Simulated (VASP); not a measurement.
# Cu (Fm-3m) in VASP: notebook

Cu is run at these levels: r2SCAN; tasks: single point, relaxation of cell and atoms.

All numbers are computed with VASP 6.6.1; they aren't measurements. Logs are shortened: lines on timing, memory, paths and dates and some standing lists are left out, and cuts for length are marked.

### 1 The cell of the first run

Symmetry: Fm-3m, No. 225, cubic system. The conventional cell has a = 3.575 Å, b = 3.575 Å, c = 3.575 Å, α = 90.00°, β = 90.00°, γ = 90.00°. Cu (site symmetry m-3m) has 12 Cu at 2.53 Å within 3.3 Å.

### 2 Single point, r2SCAN

Contents of POSCAR:

```
Cu
1.0
    0.0000000000      1.7875261413      1.7875261413
    1.7875261413      0.0000000000      1.7875261413
    1.7875261413      1.7875261413      0.0000000000
Cu
1
Direct
    0.0000000000      0.0000000000      0.0000000000
```

Contents of INCAR.step1:

```
SYSTEM = Cu
PREC     = Accurate       ! precision mode
ENCUT    = 660            ! plane-wave cutoff, eV
ISMEAR   = -1             ! smearing method
SIGMA    = 0.1            ! smearing width, eV
LREAL    = .False.        ! projectors in reciprocal space
LASPH    = .True.         ! aspherical terms in the spheres
NELM     = 120            ! most SCF steps
NBANDS   = 12             ! bands
GGA      = PE             ! functional
ALGO     = Normal         ! electronic algorithm
EDIFF    = 1E-5           ! SCF threshold, eV
LWAVE    = .True.         ! write WAVECAR
LCHARG   = .False.        ! write CHGCAR
GGA_COMPAT= .False.
```

Contents of INCAR.step2:

```
SYSTEM = Cu
PREC     = Accurate       ! precision mode
ENCUT    = 660            ! plane-wave cutoff, eV
EDIFF    = 1E-6           ! SCF threshold, eV
ISMEAR   = -1             ! smearing method
SIGMA    = 0.1            ! smearing width, eV
LREAL    = .False.        ! projectors in reciprocal space
LASPH    = .True.         ! aspherical terms in the spheres
NELM     = 120            ! most SCF steps
ALGO     = Normal         ! electronic algorithm
ISIF     = 2              ! what is computed and relaxed
LWAVE    = .False.        ! write WAVECAR
LCHARG   = .True.         ! write CHGCAR
METAGGA  = R2SCAN         ! meta-GGA
LMIXTAU  = .True.       
LELF     = .True.         ! ELF
LVHAR    = .True.       
NBANDS   = 12             ! bands
ISTART   = 1            
GGA_COMPAT= .False.
```

Contents of KPOINTS:

```
Automatic mesh
0
Gamma
  11 11 11
  0 0 0
```

Potentials or basis: VASP PAW PBE potentials, release 64 (Cu).

On the command line:

```console
cat potpaw_PBE.64/Cu/POTCAR > POTCAR
cp INCAR.step1 INCAR
mpirun -np 1 vasp_std > vasp.out
cp INCAR.step2 INCAR
mpirun -np 1 vasp_std > vasp.out
```

OUTCAR:

```text
SYSTEM = Cu
   PREC = Accurate
   ENCUT = 660
   EDIFF = 1E-6
   ISMEAR = -1
   LREAL = .False.
   LASPH = .True.
   NELM = 120
   ISIF = 2
   METAGGA = R2SCAN
   ISTART = 1

 ion  position               nearest neighbor table
   1  0.000  0.000  0.000-

  LATTYP: Found a face centered cubic cell.
 ALAT       =     3.5750522826

  Lattice vectors:

 A1 = (   0.0000000000,   1.7875261413,   1.7875261413)
 A2 = (   1.7875261413,   0.0000000000,   1.7875261413)
 A3 = (   1.7875261413,   1.7875261413,   0.0000000000)

Analysis of symmetry for initial positions (statically):
=====================================================================
 Subroutine PRICEL returns:
 Original cell was already a primitive cell.

 Routine SETGRP: Setting up the symmetry group for a
 face centered cubic supercell.

 Subroutine GETGRP returns: Found 48 space group operations
 (whereof 48 operations were pure point group operations)
 out of a pool of 48 trial point group operations.

The static configuration has the point symmetry O_h .

Analysis of symmetry for dynamics (positions and initial velocities):
=====================================================================
 Subroutine PRICEL returns:
 Original cell was already a primitive cell.

 Routine SETGRP: Setting up the symmetry group for a
 face centered cubic supercell.

 Subroutine GETGRP returns: Found 48 space group operations
 (whereof 48 operations were pure point group operations)
 out of a pool of 48 trial point group operations.

The dynamic configuration has the point symmetry O_h .

 Subroutine INISYM returns: Found 48 space group operations
 (whereof 48 operations are pure point group operations),
 and found     1 'primitive' translations

----------------------------------------------------------------------------------------

                                     Primitive cell

  volume of cell :      11.4232

  direct lattice vectors                    reciprocal lattice vectors
     0.000000000  1.787526141  1.787526141    -0.279716189  0.279716189  0.279716189
     1.787526141  0.000000000  1.787526141     0.279716189 -0.279716189  0.279716189
     1.787526141  1.787526141  0.000000000     0.279716189  0.279716189 -0.279716189

  length of vectors
     2.527943712  2.527943712  2.527943712     0.484482651  0.484482651  0.484482651

  position of ions in fractional coordinates (direct lattice)
     0.000000000  0.000000000  0.000000000

  ion indices of the primitive-cell ions
   primitive index   ion index
                 1           1
[... 74 lines left out ...]
   EDIFFG = 0.1E-04   stopping-criterion for IOM
   NSW    =      0    number of steps for IOM
   IBRION =     -1    ionic relax: 0-MD 1-quasi-New 2-CG
   NFREE  =      0    steps in history (QN), initial steepest desc. (CG)
   ISIF   =      2    stress and relaxation
   ISYM   =      2    0-nonsym 1-usesym 2-fastsym
   POTIM  = 0.5000    time-step for ionic-motion
   TEBEG  =    0.0;   TEEND  =   0.0 temperature during run
   PSTRESS=    0.0 pullay stress
   NELECT =      11.0000    total number of electrons
   NUPDOWN=      -1.0000    fix difference up-down
   EMIN   =  10.00;   EMAX   =-10.00  energy-range for DOS
   EFERMI =   0.00;   METHOD = LEGACY
   ISMEAR =    -1;   SIGMA  =   0.10  broadening in eV -4-tet -1-fermi 0-gaus
   EFERMI_NEDOS =   21; number of points for ismear=-14 and -15
   IALGO  =     38    algorithm
   IMIX   =      4    mixing-type and parameters
     AMIX     =   0.40;   BMIX     =  1.00
     AMIX_MAG =   1.60;   BMIX_MAG =  1.00
  volume/ion in A,a.u.               =      11.42        77.09
  Fermi-wavevector in a.u.,A,eV,Ry     =   1.616628  3.054983 35.558620  2.613485
  Thomas-Fermi vector in A             =   2.711183
   LORBIT       =      0    0 simple, 1 ext, 2 COOP (PROOUT), +10 PAW based schemes
   METAGGA = R2SCAN    functional components
   LHFCALC =     F    Hartree Fock is set to
   AEXX    =    0.0000 exact exchange contribution
   IVDW    =     0    specifies the selected vdW correction
   LEPSILON=     F    determine dielectric tensor
   LRPA    =     F    only Hartree local field effects (RPA)
 non-spin polarized calculation
  energy-cutoff  :      660.00
  volume of cell :       11.42
 maximum number of plane-waves:       459
 NGX is ok and might be reduce to    24
   NGX = 11   NGY = 11   NGZ = 11

 number of electron      10.9999999 magnetization

 Free energy of the ion-electron system (eV)
  ---------------------------------------------------
  ext. energy  EPLUGINS =         0.00000000
  ---------------------------------------------------
  free energy    TOTEN  =       -10.83603264 eV

  energy without entropy =      -10.82933685  energy(sigma->0) =      -10.83268475

 E-fermi :   7.9137     XC(G=0): -13.9720

 val. band max:        7.7748418876   @ k =   0.4545   0.2727   0.0000
 cond. band min:       8.0277831431   @ k =   0.4545   0.3636   0.0000
 fundamental gap:      0.2529412556
 Fermi energy:         7.9136952675

 k-point     1 :       0.0000    0.0000    0.0000
  band No.  band energies     occupation
      1      -2.1219      2.00000
      2       4.5648      2.00000
      3       4.5648      2.00000
      4       4.5648      2.00000
      5       5.4239      2.00000
      6       5.4239      2.00000
      7      31.4713      0.00000
      8      34.7744      0.00000
      9      34.7744      0.00000
     10      34.7744      0.00000
     11      37.1889      0.00000
     12      37.1889      0.00000
[... 331 lines left out ...]
 k-point    24 :      -0.1818    0.1818    0.0000
  band No.  band energies     occupation
      1       0.9767      2.00000
      2       4.0579      2.00000
      3       4.6128      2.00000
      4       5.0804      2.00000
      5       5.0905      2.00000
      6       6.1195      2.00000
      7      21.9892      0.00000
      8      22.8959      0.00000
      9      33.3319      0.00000
     10      33.7849      0.00000
     11      36.6251      0.00000
     12      39.0022      0.00000

 [... further k-points ...]
[... 5 lines left out ...]
  --------------------------------------------------------------------------------------
  -------------------------------------------------------------------------------------
  Total        0.0323344      0.0323344      0.0323344      0.0000000     -0.0000000      0.0000000
  in kB        4.5351103      4.5351103      4.5351103      0.0000000     -0.0000000      0.0000000
  external PRESSURE =       4.5351103 kB  Pullay stress =       0.0000000 kB

 VOLUME and BASIS-vectors are now :
 -----------------------------------------------------------------------------
  energy-cutoff  :      660.00
  volume of cell :       11.42
      direct lattice vectors                 reciprocal lattice vectors
     0.000000000  1.787526141  1.787526141    -0.279716189  0.279716189  0.279716189
     1.787526141  0.000000000  1.787526141     0.279716189 -0.279716189  0.279716189
     1.787526141  1.787526141  0.000000000     0.279716189  0.279716189 -0.279716189

 POSITION                                       TOTAL-FORCE (eV/Angst)
 -----------------------------------------------------------------------------------
      0.00000      0.00000      0.00000         0.000000      0.000000      0.000000
 -----------------------------------------------------------------------------------
    total drift:                                0.000000      0.000000      0.000000

  FREE ENERGIE OF THE ION-ELECTRON SYSTEM (eV)
  ---------------------------------------------------
  free  energy   TOTEN  =       -10.8360326432 eV

  energy  without entropy=      -10.8293368521  energy(sigma->0) =      -10.83268475
```

OSZICAR.step1:

```text
N       E                     dE             d eps       ncg     rms          rms(c)
DAV:   1     0.492645914675E+02    0.49265E+02   -0.62568E+03  1464   0.186E+03
DAV:   2    -0.294354093501E+01   -0.52208E+02   -0.48386E+02  1388   0.232E+02
DAV:   3    -0.463294575846E+01   -0.16894E+01   -0.16780E+01  1512   0.466E+01
DAV:   4    -0.464354907541E+01   -0.10603E-01   -0.10602E-01  1552   0.326E+00
DAV:   5    -0.464364435977E+01   -0.95284E-04   -0.95283E-04  1600   0.324E-01    0.775E+00
DAV:   6    -0.408060636581E+01    0.56304E+00   -0.14115E+01  1616   0.731E+01    0.374E+00
DAV:   7    -0.373679284454E+01    0.34381E+00   -0.21624E+00  1604   0.285E+01    0.617E-01
DAV:   8    -0.372445071960E+01    0.12342E-01   -0.44461E-03  1580   0.865E-01    0.277E-01
DAV:   9    -0.372308603544E+01    0.13647E-02   -0.81710E-03  1700   0.161E+00    0.273E-02
DAV:  10    -0.372308984600E+01   -0.38106E-05   -0.28824E-05  1460   0.867E-02
   1 F= -.37230898E+01 E0= -.37194744E+01  d E =-.723093E-02
```

It took 16 s on 1 thread of Intel Xeon 6975P-C (Granite Rapids), shared host; peak memory 0.14 GiB.

Results:

- Free energy: -10.8360 eV
- Pressure: 0.5 GPa
- Band gap on the k mesh: zero (an odd number of electrons rules out a gap without spin polarisation)

Levels at points of the mesh, in eV from the Fermi level:
```csv
k point,band 4,band 5,band 6,band 7,band 8,band 9
"(0.00, 0.00, 0.00)",-3.35,-2.49,-2.49,23.56,26.86,26.86
```

Caveat: the PAW data sets were made with another functional, which shifts forces and pressure a little.

### 3 Relaxation of cell and atoms, r2SCAN

This run uses another cell than the first one, of 11.86 Å³/atom.

Contents of POSCAR:

```
Cu
1.0
    0.0000000000      1.8100000000      1.8100000000
    1.8100000000      0.0000000000      1.8100000000
    1.8100000000      1.8100000000      0.0000000000
Cu
1
Direct
    0.0000000000      0.0000000000      0.0000000000
```

Contents of INCAR.step1:

```
SYSTEM = Cu
  PREC = Accurate
  ENCUT = 660
  ISMEAR = -1
  SIGMA = 0.1
  LREAL = .False.
  LASPH = .True.
  NELM = 120
  GGA = PE
  ALGO = Normal
  EDIFF = 1E-5
  LWAVE = .True.
  LCHARG = .False.
  GGA_COMPAT = .False.
  IBRION = 2
  ISIF = 3
  EDIFFG = -0.005
  NELMIN = 4
  NSW = 100
```

Contents of INCAR.step2:

```
SYSTEM = Cu
  PREC = Accurate
  ENCUT = 660
  EDIFF = 1E-7
  ISMEAR = -1
  SIGMA = 0.1
  LREAL = .False.
  LASPH = .True.
  NELM = 120
  ALGO = Normal
  ISIF = 3
  LWAVE = .False.
  LCHARG = .False.
  METAGGA = R2SCAN
  LMIXTAU = .True.
  IBRION = 2
  NSW = 60
  EDIFFG = -0.01
  ISTART = 1
  GGA_COMPAT = .False.
  NELMIN = 4
```

Contents of KPOINTS:

```
regular mesh
0
Gamma
  11 11 11
  0 0 0
```

Potentials or basis: VASP PAW PBE potentials, release 64 (Cu).

On the command line:

```console
cat potpaw_PBE.64/Cu/POTCAR > POTCAR
cp INCAR.step1 INCAR
mpirun -np 1 vasp_std > vasp.out
cp INCAR.step2 INCAR
mpirun -np 1 vasp_std > vasp.out
```

OUTCAR:

```text
SYSTEM = Cu
   PREC = Accurate
   ENCUT = 660
   EDIFF = 1E-7
   ISMEAR = -1
   LREAL = .False.
   LASPH = .True.
   NELM = 120
   ISIF = 3
   METAGGA = R2SCAN
   IBRION = 2
   NSW = 60
   EDIFFG = -0.01
   ISTART = 1
   NELMIN = 4

 ion  position               nearest neighbor table
   1  0.000  0.000  0.000-

  LATTYP: Found a face centered cubic cell.
 ALAT       =     3.6200000000

  Lattice vectors:

 A1 = (   0.0000000000,   1.8100000000,   1.8100000000)
 A2 = (   1.8100000000,   0.0000000000,   1.8100000000)
 A3 = (   1.8100000000,   1.8100000000,   0.0000000000)

Analysis of symmetry for initial positions (statically):
=====================================================================
 Subroutine PRICEL returns:
 Original cell was already a primitive cell.

 Routine SETGRP: Setting up the symmetry group for a
 face centered cubic supercell.

 Subroutine GETGRP returns: Found 48 space group operations
 (whereof 48 operations were pure point group operations)
 out of a pool of 48 trial point group operations.

The static configuration has the point symmetry O_h .

Analysis of symmetry for dynamics (positions and initial velocities):
[... 166 lines left out ...]
  Total       -0.3842516     -0.3842516     -0.3842516     -0.0000000     -0.0000000      0.0000000
  in kB      -51.9111346    -51.9111346    -51.9111346     -0.0000000     -0.0000000      0.0000000
  external PRESSURE =     -51.9111346 kB  Pullay stress =       0.0000000 kB
[... 57 lines left out ...]
--------------------------------------- Ionic step        3  -------------------------------------------

 number of electron      10.9999998 magnetization

 Free energy of the ion-electron system (eV)
  ---------------------------------------------------
  ext. energy  EPLUGINS =         0.00000000
  ---------------------------------------------------
  free energy    TOTEN  =       -10.83657815 eV

  energy without entropy =      -10.82983656  energy(sigma->0) =      -10.83320736

 E-fermi :   7.8637     XC(G=0): -13.9451

 val. band max:        7.7234809178   @ k =   0.4545   0.2727   0.0000
 cond. band min:       7.9782953803   @ k =   0.4545   0.3636   0.0000
 fundamental gap:      0.2548144626
 Fermi energy:         7.8637205126

 k-point     1 :       0.0000    0.0000    0.0000
  band No.  band energies     occupation
      1      -2.1400      2.00000
      2       4.5275      2.00000
      3       4.5275      2.00000
      4       4.5275      2.00000
      5       5.3811      2.00000
      6       5.3811      2.00000
      7      31.3885      0.00000
      8      34.6599      0.00000
      9      34.6599      0.00000
[... 265 lines left out ...]
 k-point    24 :      -0.1818    0.1818    0.0000
  band No.  band energies     occupation
      1       0.9509      2.00000
      2       4.0238      2.00000
      3       4.5753      2.00000
      4       5.0398      2.00000
      5       5.0499      2.00000
      6       6.0727      2.00000
      7      21.9038      0.00000
      8      22.8063      0.00000
      9      33.2291      0.00000

 [... further k-points ...]
[... 5 lines left out ...]
  --------------------------------------------------------------------------------------
  -------------------------------------------------------------------------------------
  Total       -0.0041348     -0.0041348     -0.0041348      0.0000000     -0.0000000      0.0000000
  in kB       -0.5776539     -0.5776539     -0.5776539      0.0000000     -0.0000000      0.0000000
  external PRESSURE =      -0.5776539 kB  Pullay stress =       0.0000000 kB
[... 16 lines left out ...]
  FREE ENERGIE OF THE ION-ELECTRON SYSTEM (eV)
  ---------------------------------------------------
  free  energy   TOTEN  =       -10.8365781488 eV

  energy  without entropy=      -10.8298365631  energy(sigma->0) =      -10.83320736

 reached required accuracy - stopping structural energy minimisation
```

Wall time 40 s (1 thread of Intel Xeon 6975P-C (Granite Rapids), shared host); peak memory 0.15 GiB.

Results:

* Free energy: -10.8366 eV
* Relaxed volume: 11.47 Å³/atom
* Relaxed cell: a = 2.531 Å, b = 2.531 Å, c = 2.531 Å, α = 60.00°, β = 60.00°, γ = 60.00°
* Space group after relaxing (to 0.1 Å): Fm-3m (No. 225)
* Energy gained by relaxing: 6.5 meV/atom
* Ionic steps: 3
* Pressure after relaxing: -0.1 GPa
* Band gap on the k mesh: zero (an odd number of electrons rules out a gap without spin polarisation)

The path:
```tsv
step	energy change (eV)	largest force (eV/Å)	pressure (GPa)	volume (Å³)
1	0.0000	0.0000	-5.19	11.86
2	-0.0036	0.0000	3.66	11.21
3	-0.0065	0.0000	-0.06	11.47
```

Final structure:
```cif
data_structure
_symmetry_space_group_name_H-M 'P 1'
_symmetry_Int_Tables_number 1
_cell_length_a 2.5313
_cell_length_b 2.5313
_cell_length_c 2.5313
_cell_angle_alpha 60.000
_cell_angle_beta 60.000
_cell_angle_gamma 60.000
_cell_volume 11.47
loop_
_atom_site_label
_atom_site_type_symbol
_atom_site_fract_x
_atom_site_fract_y
_atom_site_fract_z
_atom_site_occupancy
Cu1 Cu 0.00000 0.00000 0.00000 1
```

Caveat: the PAW data sets were made with another functional, which shifts forces and pressure a little.
